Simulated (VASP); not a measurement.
Ir, 5 atoms in the cell. The cell holds a slab with vacuum, 5 atoms: a = 2.695 Å, b = 2.695 Å, c = 24.803 Å, α = 90.00°, β = 90.00°, γ = 120.00°. 

- Program: VASP 6.6.1
- Task: single point
- Functional: LDA
- Potentials or basis: VASP PAW LDA potentials, release 64 (Ir_sv_GW)
- Cutoff: 420 eV
- k mesh: 15 × 15 × 1
- Occupations: fermi-dirac, width 0.08 eV
- Spin: no spin polarisation
- Dipole correction: yes
- Further INCAR settings: ALGO = Normal; EDIFF = 1e-06; NBANDS = 50; NELMDL = -8

Potentials or basis: VASP PAW LDA potentials, release 64 (Ir_sv_GW).

Launch:

```console
$ cat potpaw_LDA.64/Ir_sv_GW/POTCAR > POTCAR
$ mpirun -np 1 vasp_std > vasp.out
```

Hardware: 1 thread of Intel(R) Xeon(R) Platinum 8488C (Sapphire Rapids), on a shared host.

Question: Estimate the wall time of this run.

Answer: Wall time 3.9 min on 1 thread of Intel(R) Xeon(R) Platinum 8488C (Sapphire Rapids) (shared host), peak memory 0.26 GiB. Counts: scf iterations 33, k points 27.
